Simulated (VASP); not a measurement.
# MnSn3 (Fm-3m) in VASP: settings compared, part 3 of 3

VASP 6.6.1.

## 4. Single point, r2SCAN, collinear spin, ferromagnetic start

This run uses another cell than the first one, of 23.25 Å³/atom.

Input file POSCAR:

```
MnSn3
1.0
    0.0000000000      3.5962028443      3.5962028443
    3.5962028443      0.0000000000      3.5962028443
    3.5962028443      3.5962028443      0.0000000000
Sn Mn
3 1
Direct
    0.2500000000      0.2500000000      0.2500000000
    0.7500000000      0.7500000000      0.7500000000
    0.5000000000      0.5000000000      0.5000000000
    0.0000000000      0.0000000000      0.0000000000
```

Input file INCAR.step1:

```
SYSTEM = MnSn3
PREC = Accurate ; ENCUT = 520
ISMEAR = 0 ; SIGMA = 0.1
LREAL = .FALSE. ; LASPH = .TRUE.
NELM = 150 ; ISPIN = 2
MAGMOM = 0 0 0 4 ; LMAXMIX = 4
NBANDS = 40 ; GGA = PE
ALGO = Normal ; EDIFF = 1E-4
LWAVE = .TRUE. ; LCHARG = .FALSE.
```

Input file INCAR.step2:

```
SYSTEM = MnSn3
PREC = Accurate ; ENCUT = 520
EDIFF = 1E-7 ; ISMEAR = 0
SIGMA = 0.1 ; LREAL = .FALSE.
LASPH = .TRUE. ; NELM = 150
ALGO = Normal ; ISIF = 2
LWAVE = .FALSE. ; LCHARG = .TRUE.
ISPIN = 2 ; MAGMOM = 0 0 0 4
LORBIT = 11 ; LMAXMIX = 4
METAGGA = R2SCAN ; LMIXTAU = .TRUE.
LELF = .TRUE. ; LVHAR = .TRUE.
NBANDS = 40 ; ISTART = 1
```

Input file KPOINTS:

```
regular mesh
0
G
  10 10 10
  0 0 0
```

Potentials or basis: VASP PAW PBE potentials, release 64 (Sn_d, Mn_pv).

On the command line:

```bash
> cat potpaw_PBE.64/Sn_d/POTCAR potpaw_PBE.64/Mn_pv/POTCAR > POTCAR
> cp INCAR.step1 INCAR
> mpirun -np 1 vasp_std > vasp.out
> cp INCAR.step2 INCAR
> mpirun -np 1 vasp_std > vasp.out
```

OUTCAR:

```text
SYSTEM = MnSn3
   PREC = Accurate
   ENCUT = 520
   EDIFF = 1E-7
   ISMEAR = 0
   LREAL = .FALSE.
   LASPH = .TRUE.
   NELM = 150
   ISIF = 2
   ISPIN = 2
   LORBIT = 11
   METAGGA = R2SCAN
   ISTART = 1

 ion  position               nearest neighbor table
   1  0.250  0.250  0.250-   4 3.11   4 3.11   4 3.11   3 3.11   4 3.11   3 3.11   3 3.11   3 3.11
                             2 3.60   2 3.60   2 3.60   2 3.60   2 3.60   2 3.60
   2  0.750  0.750  0.750-   3 3.11   3 3.11   3 3.11   3 3.11   4 3.11   4 3.11   4 3.11   4 3.11
                             1 3.60   1 3.60   1 3.60   1 3.60   1 3.60   1 3.60
   3  0.500  0.500  0.500-   1 3.11   1 3.11   1 3.11   1 3.11   2 3.11   2 3.11   2 3.11   2 3.11

   4  0.000  0.000  0.000-   2 3.11   2 3.11   2 3.11   1 3.11   2 3.11   1 3.11   1 3.11   1 3.11

  LATTYP: Found a face centered cubic cell.
 ALAT       =     7.1924056886

  Lattice vectors:

 A1 = (   0.0000000000,   3.5962028443,   3.5962028443)
 A2 = (   3.5962028443,   0.0000000000,   3.5962028443)
 A3 = (   3.5962028443,   3.5962028443,   0.0000000000)

Analysis of symmetry for initial positions (statically):
=====================================================================
 Subroutine PRICEL returns:
 Original cell was already a primitive cell.

 Routine SETGRP: Setting up the symmetry group for a
 face centered cubic supercell.

 Subroutine GETGRP returns: Found 48 space group operations
 (whereof 48 operations were pure point group operations)
 out of a pool of 48 trial point group operations.

The static configuration has the point symmetry O_h .

Analysis of symmetry for dynamics (positions and initial velocities):
=====================================================================
 Subroutine PRICEL returns:
 Original cell was already a primitive cell.

 Routine SETGRP: Setting up the symmetry group for a
 face centered cubic supercell.

 Subroutine GETGRP returns: Found 48 space group operations
 (whereof 48 operations were pure point group operations)
 out of a pool of 48 trial point group operations.

The dynamic configuration has the point symmetry O_h .

Analysis of structural, dynamic, and magnetic symmetry:
=====================================================================
 Subroutine PRICEL returns:
 Original cell was already a primitive cell.

 Routine SETGRP: Setting up the symmetry group for a
 face centered cubic supercell.

 Subroutine GETGRP returns: Found 48 space group operations
 (whereof 48 operations were pure point group operations)
 out of a pool of 48 trial point group operations.

The overall configuration has the point symmetry O_h .

 Subroutine INISYM returns: Found 48 space group operations
 (whereof 48 operations are pure point group operations),
 and found     1 'primitive' translations

----------------------------------------------------------------------------------------

                                     Primitive cell

  volume of cell :      93.0170

  direct lattice vectors                    reciprocal lattice vectors
     0.000000000  3.596202844  3.596202844    -0.139035539  0.139035539  0.139035539
     3.596202844  0.000000000  3.596202844     0.139035539 -0.139035539  0.139035539
     3.596202844  3.596202844  0.000000000     0.139035539  0.139035539 -0.139035539

  length of vectors
[... 87 lines left out ...]
   LREAL  =      F    real-space projection
   EDIFFG = 0.1E-05   stopping-criterion for IOM
   NSW    =      0    number of steps for IOM
   IBRION =     -1    ionic relax: 0-MD 1-quasi-New 2-CG
   NFREE  =      0    steps in history (QN), initial steepest desc. (CG)
   ISIF   =      2    stress and relaxation
   ISYM   =      2    0-nonsym 1-usesym 2-fastsym
   POTIM  = 0.5000    time-step for ionic-motion
   TEBEG  =    0.0;   TEEND  =   0.0 temperature during run
   PSTRESS=    0.0 pullay stress
   NELECT =      55.0000    total number of electrons
   NUPDOWN=      -1.0000    fix difference up-down
   EMIN   =  10.00;   EMAX   =-10.00  energy-range for DOS
   EFERMI =   0.00;   METHOD = LEGACY
   ISMEAR =     0;   SIGMA  =   0.10  broadening in eV -4-tet -1-fermi 0-gaus
   EFERMI_NEDOS =   21; number of points for ismear=-14 and -15
   IALGO  =     38    algorithm
   IMIX   =      4    mixing-type and parameters
     AMIX     =   0.40;   BMIX     =  1.00
     AMIX_MAG =   1.60;   BMIX_MAG =  1.00
  volume/ion in A,a.u.               =      23.25       156.93
  Fermi-wavevector in a.u.,A,eV,Ry     =   1.374068  2.596612 25.688654  1.888063
  Thomas-Fermi vector in A             =   2.499528
   LORBIT       =     11    0 simple, 1 ext, 2 COOP (PROOUT), +10 PAW based schemes
   METAGGA = R2SCAN    functional components
   LHFCALC =     F    Hartree Fock is set to
   AEXX    =    0.0000 exact exchange contribution
   IVDW    =     0    specifies the selected vdW correction
   LEPSILON=     F    determine dielectric tensor
   LRPA    =     F    only Hartree local field effects (RPA)
 spin polarized calculation
 Gauss-broadening in eV      SIGMA  =   0.10
  energy-cutoff  :      520.00
  volume of cell :       93.02
 maximum number of plane-waves:      2533
 NGX is ok and might be reduce to    40
   NGX = 19   NGY = 19   NGZ = 19

 number of electron      55.0000019 magnetization       4.1410304

 Free energy of the ion-electron system (eV)
  ---------------------------------------------------
  ext. energy  EPLUGINS =         0.00000000
  ---------------------------------------------------
  free energy    TOTEN  =       -87.63440315 eV

  energy without entropy =      -87.62260193  energy(sigma->0) =      -87.62850254

 E-fermi :   8.7102     XC(G=0): -11.7879

 val. band max:        8.7094392794   @ k =   0.5000   0.3000   0.0000
 cond. band min:       8.7128702457   @ k =  -0.3000   0.4000   0.1000
 fundamental gap:      0.0034309663
 Fermi energy:         8.7102250072

 spin component 1

 k-point     1 :       0.0000    0.0000    0.0000
  band No.  band energies     occupation
      1     -44.6078      1.00000
      2     -44.6078      1.00000
      3     -44.6077      1.00000
      4     -13.7024      1.00000
      5     -13.7024      1.00000
      6     -13.7024      1.00000
[... 997 lines left out ...]
     38      15.4023      0.00000
     39      15.5224      0.00000

 [... further k-points ...]

 spin component 2

 k-point     1 :       0.0000    0.0000    0.0000
  band No.  band energies     occupation
      1     -38.8262      1.00000
      2     -38.8262      1.00000
      3     -38.8260      1.00000
      4     -13.7064      1.00000
      5     -13.7064      1.00000
      6     -13.7064      1.00000
[... 997 lines left out ...]
     38      15.7367      0.00000
     39      16.4800      0.00000

 [... further k-points ...]

 [bands above 39 left out]

------------------------ aborting loop because EDIFF is reached ----------------------------------------

  FORCE on cell =-STRESS in cart. coord.  units (eV):
  Direction    XX          YY          ZZ          XY          YZ          ZX
  --------------------------------------------------------------------------------------
  -------------------------------------------------------------------------------------
  Total        1.9918437      1.9918437      1.9918437      0.0000000      0.0000000      0.0000000
  in kB       34.3086244     34.3086244     34.3086244      0.0000000      0.0000000      0.0000000
  external PRESSURE =      34.3086244 kB  Pullay stress =       0.0000000 kB

 VOLUME and BASIS-vectors are now :
 -----------------------------------------------------------------------------
  energy-cutoff  :      520.00
  volume of cell :       93.02
      direct lattice vectors                 reciprocal lattice vectors
     0.000000000  3.596202844  3.596202844    -0.139035539  0.139035539  0.139035539
     3.596202844  0.000000000  3.596202844     0.139035539 -0.139035539  0.139035539
     3.596202844  3.596202844  0.000000000     0.139035539  0.139035539 -0.139035539

 POSITION                                       TOTAL-FORCE (eV/Angst)
 -----------------------------------------------------------------------------------
      1.79810      1.79810      1.79810         0.000000     -0.000000      0.000000
      5.39430      5.39430      5.39430        -0.000000      0.000000     -0.000000
      3.59620      3.59620      3.59620         0.000000      0.000000     -0.000000
      0.00000      0.00000      0.00000         0.000000      0.000000     -0.000000
 -----------------------------------------------------------------------------------
    total drift:                               -0.000000      0.000000      0.000000

  FREE ENERGIE OF THE ION-ELECTRON SYSTEM (eV)
  ---------------------------------------------------
  free  energy   TOTEN  =       -87.6344031547 eV

  energy  without entropy=      -87.6226019333  energy(sigma->0) =      -87.62850254

 total charge

# of ion       s       p       d       tot
------------------------------------------
    1        1.229   1.056   9.987  12.272
    2        1.229   1.056   9.987  12.272
    3        1.262   0.996  10.006  12.264
    4        0.303   6.130   4.894  11.327
--------------------------------------------------
tot          4.022   9.239  34.874  48.135

 magnetization (x)

# of ion       s       p       d       tot
------------------------------------------
    1        0.015  -0.111   0.001  -0.095
    2        0.015  -0.111   0.001  -0.095
    3       -0.019   0.039  -0.007   0.013
    4        0.055   0.027   4.122   4.203
--------------------------------------------------
tot          0.066  -0.156   4.117   4.027
```

It took 34 min on 1 thread of Oxide Virtual Turin-like, shared host; peak memory 0.45 GiB.

What came out:

| Quantity | Value |
| --- | --- |
| Free energy | -87.6344 eV |
| Pressure | 3.4 GPa |
| Net moment | 4.14 μB per cell |
| Site moments | Sn -0.10, +0.01 (each value once); Mn +4.20 μB |
| Valence electrons inside the program's atomic spheres | Sn 12.27, 12.26 (each value once); Mn 11.33 |

Levels at points of the mesh, in eV from the Fermi level:
Spin up:
```tsv
k point	band 27	band 28	band 29	band 30	band 31	band 32
(0.00, 0.00, 0.00)	-1.32	-1.32	-1.32	-0.57	-0.57	-0.57
(0.50, 0.00, 0.00)	-1.82	-1.82	-1.47	-1.45	-1.45	2.93
(0.50, 0.50, 0.00)	-3.86	-3.31	-3.10	3.63	3.63	3.72
```
Spin down:
```
           k point  band 24  band 25  band 26  band 27  band 28  band 29
(0.00, 0.00, 0.00)    -2.61    -1.21    -1.21    -1.21     0.86     0.86
(0.50, 0.00, 0.00)    -1.85    -1.52    -1.52     0.61     0.61     1.90
(0.50, 0.50, 0.00)    -2.90     0.43     0.43     1.21     1.59     1.81
```

Caveat: the cell stands under pressure; the PAW data sets were made with another functional, which shifts forces and pressure a little; spin-orbit coupling is left out, which moves the levels of the heavy elements.

## 5. The runs side by side

```tsv
level	spin	cell	k mesh	gap on the mesh (eV)	pressure (GPa)	moment (μB)
PBEsol	collinear, ferromagnetic start	a = 5.072 Å, angles 60.0°, 4 atoms	6 × 6 × 6	none	0.3	3.73
r2SCAN	off	a = 5.086 Å, angles 60.0°, 4 atoms	10 × 10 × 10	none	-5.9	-
r2SCAN	collinear, ferromagnetic start	a = 5.086 Å, angles 60.0°, 4 atoms	10 × 10 × 10	none	3.4	4.14
```

Alike in all rows: task single point; potentials or basis VASP PAW PBE potentials, release 64 (Sn_d, Mn_pv); cutoff (eV) 520; smearing gaussian 0.1 eV.

Caveats: the PAW data sets were made with another functional, which shifts forces and pressure a little; spin-orbit coupling is left out, which moves the levels of the heavy elements; the cell stands under tension (at least some runs); the cell stands under pressure (at least some runs).

Absolute energies hang on the potentials; compare differences alone.

The gap in the log of VASP goes by the Fermi energy; the results here count the filled bands.